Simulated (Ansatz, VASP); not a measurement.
PbS: VASP beside Ansatz

```
Pb S
1.0
    -0.02965    2.95018    2.95018
     2.95018   -0.02965    2.95018
     2.95018    2.95018   -0.02965
Pb S
1 1
Direct
  0.00000 0.00000 0.00000
  0.50000 0.50000 0.50000
```

Change from the starting cell: equal xy, yz and zx shear strains of -1 %, crystal datasets.

Alike in both runs: task electric field gradients; functional LDA; k mesh 7 × 7 × 7; occupations fermi-dirac, width 0.01 eV; no spin polarisation.

```csv
,VASP,Ansatz
version,VASP 6.6.1,Ansatz 0.2.0
potentials or method,"VASP PAW LDA potentials, release 64 (Pb_d, S), cutoff 520 eV","all-electron PAW with datasets made for the crystal, scalar-relativistic"
```

Ansatz gave:

- gap on the k mesh at the Fermi level (eV): 0.79
- pressure (GPa): -2.6
- traceless stress, the component that is largest in VASP (GPa): 0.21
- size of Vzz on the site where it differs most (V/Å²): 4.3

Problem. Estimate VASP's values.

Solution. gap on the k mesh at the Fermi level (eV): 0.78; pressure (GPa): -2.6; traceless stress, the component that is largest in VASP (GPa): 0.21; size of Vzz on the site where it differs most (V/Å²): 2.2.

LDA's correlation is that of Perdew and Zunger in VASP and of Perdew and Wang (1992) in Ansatz. Ansatz ran all-electron here, and VASP with PAW potentials.

Neither program's run includes spin-orbit coupling.
